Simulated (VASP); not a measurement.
# MoN2 (P4bm) in VASP: a series of runs

The runs below take MoN2 through single point, with PBE.

All numbers are computed with VASP 6.6.1; they aren't measurements. Logs are shortened: lines on timing, memory, paths and dates and some standing lists are left out, and cuts for length are marked.

## (1) The cell of the first run

It takes space group P4bm (No. 100, tetragonal). The conventional cell has a = 4.333 Å, b = 4.333 Å, c = 2.752 Å, α = 90.00°, β = 90.00°, γ = 90.00°. Mo (site symmetry 4) has 8 N at 2.08 to 2.39 Å and 2 Mo at 2.75 Å within 2.8 Å. N (site symmetry m) has 1 N at 1.37 Å within 1.8 Å.

## (2) Single point, PBE (all N atoms moved -0.250 Å, as atom 3 along Cartesian [0 0 1])

INCAR reads:

```
PREC     = Accurate       # precision mode
ENCUT    = 520            # plane-wave cutoff, eV
EDIFF    = 1E-7           # SCF threshold, eV
ISMEAR   = 0              # smearing method
SIGMA    = 0.15           # smearing width, eV
LREAL    = F              # projectors in reciprocal space
LASPH    = T              # aspherical terms in the spheres
NELM     = 80             # most SCF steps
ALGO     = Normal         # electronic algorithm
ISIF     = 2              # what is computed and relaxed
LWAVE    = F              # write WAVECAR
LCHARG   = T              # write CHGCAR
GGA      = PE             # functional
LELF     = T              # ELF
LVHAR    = T            
NBANDS   = 33             # bands
```

KPOINTS reads:

```
Automatic mesh
0
Gamma
  12 12 18
```

POSCAR reads:

```
MoN2
1.0
    4.3330619473      0.0000000000      0.0000000000
    0.0000000000      4.3330619473      0.0000000000
    0.0000000000      0.0000000000      2.7518917152
Mo N
2 4
Direct
    0.5000000000      0.5000000000      0.0000000000
    0.0000000000      0.0000000000      0.0000000000
    0.8879039728      0.3879039728      0.4091534021
    0.1120960272      0.6120960272      0.4091534021
    0.3879039728      0.1120960272      0.4091534021
    0.6120960272      0.8879039728      0.4091534021
```

Potentials or basis: VASP PAW PBE potentials, release 64 (Mo_sv, N).

Run with:

```console
$ cat potpaw_PBE.64/Mo_sv/POTCAR potpaw_PBE.64/N/POTCAR > POTCAR
$ mpirun -np 1 vasp_std > vasp.out
```

OUTCAR:

```text
PREC = Accurate
   ENCUT = 520
   EDIFF = 1E-7
   ISMEAR = 0
   LREAL = F
   LASPH = T
   NELM = 80
   ISIF = 2
   GGA = PE

 ion  position               nearest neighbor table
   1  0.500  0.500  0.000-   3 2.08   4 2.08   5 2.08   6 2.08   3 2.39   4 2.39   5 2.39   6 2.39
                             2 3.06   2 3.06   2 3.06   2 3.06
   2  0.000  0.000  0.000-   3 2.08   4 2.08   5 2.08   6 2.08   3 2.39   4 2.39   5 2.39   6 2.39
                             1 3.06   1 3.06   1 3.06   1 3.06
   3  0.888  0.388  0.409-   4 1.37   2 2.08   1 2.08   2 2.39   1 2.39
   4  0.112  0.612  0.409-   3 1.37   2 2.08   1 2.08   2 2.39   1 2.39
   5  0.388  0.112  0.409-   6 1.37   2 2.08   1 2.08   2 2.39   1 2.39
   6  0.612  0.888  0.409-   5 1.37   2 2.08   1 2.08   2 2.39   1 2.39

  LATTYP: Found a simple tetragonal cell.
 ALAT       =     4.3330619473
 C/A-ratio  =     0.6350917085

  Lattice vectors:

 A1 = (   4.3330619473,   0.0000000000,   0.0000000000)
 A2 = (   0.0000000000,   4.3330619473,   0.0000000000)
 A3 = (   0.0000000000,   0.0000000000,   2.7518917152)

Analysis of symmetry for initial positions (statically):
=====================================================================
 Subroutine PRICEL returns:
 Original cell was already a primitive cell.

 Routine SETGRP: Setting up the symmetry group for a
 simple tetragonal supercell.

 Subroutine GETGRP returns: Found  8 space group operations
 (whereof  4 operations were pure point group operations)
 out of a pool of 16 trial point group operations.

The static configuration has the point symmetry     .
 The point group associated with its full space group is C_4v.

Analysis of symmetry for dynamics (positions and initial velocities):
=====================================================================
 Subroutine PRICEL returns:
 Original cell was already a primitive cell.

 Routine SETGRP: Setting up the symmetry group for a
 simple tetragonal supercell.

 Subroutine GETGRP returns: Found  8 space group operations
 (whereof  4 operations were pure point group operations)
 out of a pool of 16 trial point group operations.

The dynamic configuration has the point symmetry C_4v.
 The point group associated with its full space group is C_4v.

 Subroutine INISYM returns: Found  8 space group operations
 (whereof  4 operations are pure point group operations),
 and found     1 'primitive' translations

----------------------------------------------------------------------------------------

                                     Primitive cell

  volume of cell :      51.6679

  direct lattice vectors                    reciprocal lattice vectors
     4.333061947  0.000000000  0.000000000     0.230783684  0.000000000  0.000000000
     0.000000000  4.333061947  0.000000000     0.000000000  0.230783684  0.000000000
     0.000000000  0.000000000  2.751891715     0.000000000  0.000000000  0.363386391

  length of vectors
     4.333061947  4.333061947  2.751891715     0.230783684  0.230783684  0.363386391

  position of ions in fractional coordinates (direct lattice)
     0.500000000  0.500000000  0.000000000
     0.000000000  0.000000000  0.000000000
     0.887903973  0.387903973  0.409153402
     0.112096027  0.612096027  0.409153402
     0.387903973  0.112096027  0.409153402
     0.612096027  0.887903973  0.409153402

  ion indices of the primitive-cell ions
   primitive index   ion index
                 1           1
                 2           2
                 3           3
                 4           4
                 5           5
                 6           6

----------------------------------------------------------------------------------------

 KPOINTS: Automatic mesh

Automatic generation of k-mesh.
 Grid dimensions read from file:
 generate k-points for:   12   12   18

 Generating k-lattice:

  Cartesian coordinates                     Fractional coordinates (reciprocal lattice)
     0.019231974  0.000000000  0.000000000     0.083333333  0.000000000  0.000000000
     0.000000000  0.019231974  0.000000000     0.000000000  0.083333333  0.000000000
     0.000000000  0.000000000  0.020188133     0.000000000  0.000000000  0.055555556

  Length of vectors
     0.019231974  0.019231974  0.020188133

  Shift w.r.t. Gamma in fractional coordinates (k-lattice)
     0.000000000  0.000000000  0.000000000

 Subroutine IBZKPT returns following result:
 ===========================================

 Found    280 irreducible k-points:

 Following reciprocal coordinates:
            Coordinates               Weight
  0.000000  0.000000  0.000000      1.000000
  0.083333  0.000000  0.000000      4.000000
  0.166667  0.000000  0.000000      4.000000
  0.250000  0.000000  0.000000      4.000000
  0.333333  0.000000  0.000000      4.000000
  0.416667  0.000000  0.000000      4.000000
[... 16 lines left out ...]
  0.333333  0.333333  0.000000      4.000000
  0.416667  0.333333  0.000000      8.000000
[... 55 lines left out ...]
   NGX = 17   NGY = 17   NGZ = 11

 number of electron      47.9999991 magnetization

 Free energy of the ion-electron system (eV)
  ---------------------------------------------------
  ext. energy  EPLUGINS =         0.00000000
  ---------------------------------------------------
  free energy    TOTEN  =       -54.36797075 eV

  energy without entropy =      -54.34255163  energy(sigma->0) =      -54.35526119

 E-fermi :  12.2767     XC(G=0): -13.6947

 val. band max:       12.2740972032   @ k =   0.1667   0.0833   0.2778
 cond. band min:      12.2835458204   @ k =   0.3333   0.0000   0.5000
 fundamental gap:      0.0094486172
 Fermi energy:        12.2767430265

 k-point     1 :       0.0000    0.0000    0.0000
  band No.  band energies     occupation
      1     -49.6831      2.00000
      2     -49.6186      2.00000
      3     -23.9421      2.00000
      4     -23.9421      2.00000
      5     -23.5788      2.00000
      6     -23.5788      2.00000
[... 25 lines left out ...]
     32      18.3345      0.00000
     33      19.0501      0.00000

 k-point     2 :       0.0833    0.0000    0.0000
  band No.  band energies     occupation
      1     -49.6820      2.00000
      2     -49.6197      2.00000
      3     -23.9376      2.00000
      4     -23.9361      2.00000
      5     -23.5872      2.00000
      6     -23.5851      2.00000
[... 25 lines left out ...]
     32      18.2490      0.00000
     33      19.0061      0.00000

 k-point     3 :       0.1667    0.0000    0.0000
  band No.  band energies     occupation
      1     -49.6787      2.00000
      2     -49.6229      2.00000
      3     -23.9242      2.00000
      4     -23.9183      2.00000
      5     -23.6110      2.00000
      6     -23.6037      2.00000
[... 25 lines left out ...]
     32      18.0099      0.00000
     33      18.9666      0.00000

 k-point     4 :       0.2500    0.0000    0.0000
  band No.  band energies     occupation
      1     -49.6735      2.00000
      2     -49.6279      2.00000
      3     -23.9018      2.00000
      4     -23.8901      2.00000
      5     -23.6470      2.00000
      6     -23.6332      2.00000
[... 25 lines left out ...]
     32      17.6801      0.00000
     33      19.0239      0.00000

 k-point     5 :       0.3333    0.0000    0.0000
  band No.  band energies     occupation
      1     -49.6668      2.00000
      2     -49.6346      2.00000
      3     -23.8709      2.00000
      4     -23.8530      2.00000
      5     -23.6912      2.00000
      6     -23.6714      2.00000
[... 604 lines left out ...]
 k-point    22 :       0.5000    0.2500    0.0000
  band No.  band energies     occupation
      1     -49.6505      2.00000
      2     -49.6505      2.00000
      3     -23.9507      2.00000
      4     -23.9507      2.00000
      5     -23.6056      2.00000
      6     -23.6056      2.00000
[... 25 lines left out ...]
     32      16.2827      0.00000
     33      20.4082      0.00000

 k-point    23 :       0.3333    0.3333    0.0000
  band No.  band energies     occupation
      1     -49.6585      2.00000
      2     -49.6424      2.00000
      3     -24.0042      2.00000
      4     -23.9169      2.00000
      5     -23.6414      2.00000
      6     -23.5476      2.00000
[... 25 lines left out ...]
     32      16.5967      0.00000
     33      19.5772      0.00000

 k-point    24 :       0.4167    0.3333    0.0000
  band No.  band energies     occupation
      1     -49.6546      2.00000
      2     -49.6462      2.00000
      3     -24.0056      2.00000
      4     -23.9605      2.00000
      5     -23.5994      2.00000
      6     -23.5506      2.00000
[... 25 lines left out ...]
     32      16.2973      0.00000
     33      20.0482      0.00000

 [... further k-points ...]

------------------------ aborting loop because EDIFF is reached ----------------------------------------

  FORCE on cell =-STRESS in cart. coord.  units (eV):
  Direction    XX          YY          ZZ          XY          YZ          ZX
  --------------------------------------------------------------------------------------
  -------------------------------------------------------------------------------------
  Total        3.1281966      3.1281966      4.0316682      0.0000000      0.0000000      0.0000000
  in kB       97.0026251     97.0026251    125.0184833      0.0000000      0.0000000      0.0000000
  external PRESSURE =     106.3412445 kB  Pullay stress =       0.0000000 kB

 VOLUME and BASIS-vectors are now :
 -----------------------------------------------------------------------------
  energy-cutoff  :      520.00
  volume of cell :       51.67
      direct lattice vectors                 reciprocal lattice vectors
     4.333061947  0.000000000  0.000000000     0.230783684  0.000000000  0.000000000
     0.000000000  4.333061947  0.000000000     0.000000000  0.230783684  0.000000000
     0.000000000  0.000000000  2.751891715     0.000000000  0.000000000  0.363386391

 POSITION                                       TOTAL-FORCE (eV/Angst)
 -----------------------------------------------------------------------------------
      2.16653      2.16653      0.00000         0.000000      0.000000     -1.820261
      0.00000      0.00000      0.00000         0.000000      0.000000     -1.820261
      3.84734      1.68081      1.12595         0.141938      0.141938      0.910131
      0.48572      2.65225      1.12595        -0.141938     -0.141938      0.910131
      1.68081      0.48572      1.12595         0.141938     -0.141938      0.910131
      2.65225      3.84734      1.12595        -0.141938      0.141938      0.910131
 -----------------------------------------------------------------------------------
    total drift:                               -0.000000     -0.000000     -0.000685

  FREE ENERGIE OF THE ION-ELECTRON SYSTEM (eV)
  ---------------------------------------------------
  free  energy   TOTEN  =       -54.3679707454 eV

  energy  without entropy=      -54.3425516330  energy(sigma->0) =      -54.35526119
```

Run time: 1.9 min. Hardware: 1 thread of Intel Xeon 6975P-C (Granite Rapids), shared host; peak memory 0.44 GiB.

What came out:

```yaml
Free_energy: -54.3680 eV
Pressure: 10.6 GPa
Largest_force: 1.820 eV/Å
Band_gap_on_the_k_mesh: zero (bands 24 and 25 overlap by 2.83 eV)
```

Forces on the atoms (eV/Å):
```
Mo   0.000  0.000 -1.820
Mo   0.000  0.000 -1.820
N    0.142  0.142  0.910
N   -0.142 -0.142  0.910
N    0.142 -0.142  0.910
N   -0.142  0.142  0.910
```

Levels at points of the mesh, in eV from the Fermi level:
| k point | band 20 | band 21 | band 22 | band 23 | band 24 | band 25 | band 26 | band 27 | band 28 | band 29 |
| --- | --- | --- | --- | --- | --- | --- | --- | --- | --- | --- |
| (0.00, 0.00, 0.00) | -2.76 | -2.60 | -2.60 | -2.46 | -1.43 | 0.55 | 0.95 | 0.95 | 1.71 | 2.88 |
| (0.50, 0.00, 0.00) | -3.96 | -1.75 | -1.75 | -1.59 | -1.59 | -0.53 | -0.53 | 2.50 | 2.50 | 3.07 |
| (0.50, 0.50, 0.00) | -4.11 | -1.67 | -1.67 | 0.22 | 0.22 | 0.89 | 0.89 | 2.09 | 2.09 | 2.10 |
| (0.00, 0.00, 0.50) | -2.47 | -2.20 | -2.20 | -1.06 | 2.00 | 2.39 | 2.39 | 2.61 | 2.93 | 2.99 |
| (0.50, 0.00, 0.50) | -4.31 | -2.55 | -2.55 | -1.12 | -1.12 | 2.75 | 2.75 | 3.02 | 3.02 | 3.83 |
| (0.50, 0.50, 0.50) | -5.21 | -5.18 | -5.18 | -0.94 | -0.94 | 2.36 | 2.36 | 3.12 | 3.12 | 4.52 |

Caveat: the cell differs from its parent crystal (all N atoms moved -0.250 Å, as atom 3 along Cartesian [0 0 1]); the cell stands under pressure; forces of over 1 eV/Å act on the atoms, so gaps and moduli don't describe the material at rest.

## (3) Single point, PBE (all N atoms moved +0.438 Å, as atom 3 along Cartesian [0 0 1])

INCAR reads:

```
SYSTEM = MoN2
ALGO     = Fast           ! electronic algorithm
EDIFF    = 1E-6           ! SCF threshold, eV
ENCUT    = 520            ! plane-wave cutoff, eV
GGA      = PE             ! functional
ISIF     = 2              ! what is computed and relaxed
ISMEAR   = 0              ! smearing method
LASPH    = .True.         ! aspherical terms in the spheres
LCHARG   = .False.        ! write CHGCAR
LREAL    = .False.        ! projectors in reciprocal space
LWAVE    = .False.        ! write WAVECAR
NBANDS   = 33             ! bands
NELM     = 100            ! most SCF steps
PREC     = Accurate       ! precision mode
SIGMA    = 0.15           ! smearing width, eV
```

KPOINTS reads:

```
k-points
0
Gamma
  12 12 18
  0 0 0
```

POSCAR reads:

```
MoN2
1.0
    4.3330619473      0.0000000000      0.0000000000
    0.0000000000      4.3330619473      0.0000000000
    0.0000000000      0.0000000000      2.7518917152
Mo N
2 4
Direct
    0.5000000000      0.5000000000      0.0000000000
    0.0000000000      0.0000000000      0.0000000000
    0.8879039728      0.3879039728      0.6589815463
    0.1120960272      0.6120960272      0.6589815463
    0.3879039728      0.1120960272      0.6589815463
    0.6120960272      0.8879039728      0.6589815463
```

Potentials or basis: VASP PAW PBE potentials, release 64 (Mo_sv, N).

Run with:

```console
$ cat potpaw_PBE.64/Mo_sv/POTCAR potpaw_PBE.64/N/POTCAR > POTCAR
$ mpirun -np 1 vasp_std > vasp.out
```

It took 4 min on 1 thread of Oxide Virtual Turin-like, shared host; peak memory 0.41 GiB.

Results (log left out):

| Item | Value |
| --- | --- |
| Free energy | -53.2739 eV |
| Pressure | 30.8 GPa |
| Largest force | 4.015 eV/Å |
| Band gap on the k mesh | zero (bands 24 and 25 overlap by 2.83 eV) |

Forces in eV/Å, atoms in the order of the input:
```
Mo   0.000  0.000  4.015
Mo   0.000  0.000  4.015
N    0.730  0.730 -2.007
N   -0.730 -0.730 -2.007
N    0.730 -0.730 -2.007
N   -0.730  0.730 -2.007
```

Stress tensor (GPa, compression positive):
```
33.05  0.00  0.00
 0.00 33.05  0.00
 0.00  0.00 26.43
```

Levels at points of the mesh, in eV from the Fermi level:
```
           k point  band 22  band 23  band 24  band 25  band 26  band 27
(0.00, 0.00, 0.00)    -1.89    -1.11    -1.06    -0.43     1.31     1.31
(0.50, 0.00, 0.00)    -2.41    -1.04    -1.04    -0.53    -0.53     2.30
(0.50, 0.50, 0.00)    -2.49    -0.09    -0.09     0.70     0.70     1.08
(0.00, 0.00, 0.50)    -2.63    -1.72     1.91     2.29     2.29     2.89
(0.50, 0.00, 0.50)    -2.79    -1.32    -1.32     2.62     2.62     3.26
(0.50, 0.50, 0.50)    -5.19    -0.44    -0.44     2.24     2.24     2.60
```

Caveat: the cell differs from its parent crystal (all N atoms moved +0.438 Å, as atom 3 along Cartesian [0 0 1]); the stress differs along the axes, from 26 to 33 GPa; forces of over 1 eV/Å act on the atoms, so gaps and moduli don't describe the material at rest.

## (4) Single point, PBE (all N atoms moved +0.312 Å, as atom 3 along Cartesian [0 0 1])

INCAR reads:

```
ALGO = Fast ; EDIFF = 1E-6
ENCUT = 520 ; GGA = PE
ISIF = 2 ; ISMEAR = 0
LASPH = True ; LCHARG = False
LREAL = False ; LWAVE = False
NBANDS = 33 ; NELM = 80
PREC = Accurate ; SIGMA = 0.15
```

KPOINTS reads:

```
k-points
0
Gamma
  12 12 18
```

POSCAR reads:

```
MoN2
1.0
    4.3330619473      0.0000000000      0.0000000000
    0.0000000000      4.3330619473      0.0000000000
    0.0000000000      0.0000000000      2.7518917152
Mo N
2 4
Direct
    0.5000000000      0.5000000000      0.0000000000
    0.0000000000      0.0000000000      0.0000000000
    0.8879039728      0.3879039728      0.6135582473
    0.1120960272      0.6120960272      0.6135582473
    0.3879039728      0.1120960272      0.6135582473
    0.6120960272      0.8879039728      0.6135582473
```

Run with:

```console
$ cat potpaw_PBE.64/Mo_sv/POTCAR potpaw_PBE.64/N/POTCAR > POTCAR
$ mpirun -np 1 vasp_std > vasp.out
```

Run time: 3.3 min. Hardware: 1 thread of Oxide Virtual Turin-like, shared host; peak memory 0.41 GiB.

The run converged. Its results:

```yaml
Free_energy: -54.0957 eV
Pressure: 16.2 GPa
Largest_force: 2.548 eV/Å
Band_gap_on_the_k_mesh: zero (bands 24 and 25 overlap by 2.91 eV)
```

Forces in eV/Å, atoms in the order of the input:
```
Mo   0.000  0.000  2.548
Mo   0.000  0.000  2.548
N    0.286  0.286 -1.274
N   -0.286 -0.286 -1.274
N    0.286 -0.286 -1.274
N   -0.286  0.286 -1.274
```

Stress tensor (GPa, compression positive):
```
15.79  0.00  0.00
 0.00 15.79  0.00
 0.00  0.00 17.08
```

Levels at points of the mesh, in eV from the Fermi level:
| k point | band 21 | band 22 | band 23 | band 24 | band 25 | band 26 | band 27 | band 28 |
| --- | --- | --- | --- | --- | --- | --- | --- | --- |
| (0.00, 0.00, 0.00) | -2.39 | -2.39 | -2.00 | -1.30 | 0.28 | 1.07 | 1.07 | 1.69 |
| (0.50, 0.00, 0.00) | -2.01 | -2.01 | -1.39 | -1.39 | -0.56 | -0.56 | 2.48 | 2.48 |
| (0.50, 0.50, 0.00) | -1.96 | -1.96 | 0.13 | 0.13 | 0.96 | 0.96 | 1.64 | 1.64 |
| (0.00, 0.00, 0.50) | -2.32 | -2.22 | -1.58 | 1.98 | 2.37 | 2.37 | 2.79 | 2.91 |
| (0.50, 0.00, 0.50) | -2.61 | -2.61 | -1.18 | -1.18 | 2.79 | 2.79 | 3.04 | 3.04 |
| (0.50, 0.50, 0.50) | -5.17 | -5.17 | -0.77 | -0.77 | 2.31 | 2.31 | 2.97 | 2.97 |

Caveat: the cell differs from its parent crystal (all N atoms moved +0.312 Å, as atom 3 along Cartesian [0 0 1]); the cell stands under pressure; forces of over 1 eV/Å act on the atoms, so gaps and moduli don't describe the material at rest.

## (5) The runs side by side

```tsv
cell	gap on the mesh (eV)	pressure (GPa)	largest force (eV/Å)
as given, atomic positions A	none	10.6	1.82
as given, atomic positions B	none	30.8	4.01
as given, atomic positions C	none	16.2	2.55
```

Alike in all rows: task single point; level PBE; potentials or basis VASP PAW PBE potentials, release 64 (Mo_sv, N); no spin polarisation; k mesh 12 × 12 × 18; cutoff (eV) 520; smearing gaussian 0.15 eV.

Caveats: forces of over 1 eV/Å act on the atoms, so gaps and moduli don't describe the material at rest; the cell stands under pressure (at least some runs); the stress differs along the axes, from 26 to 33 GPa (at least some runs).

Absolute energies hang on the potentials; compare differences alone.
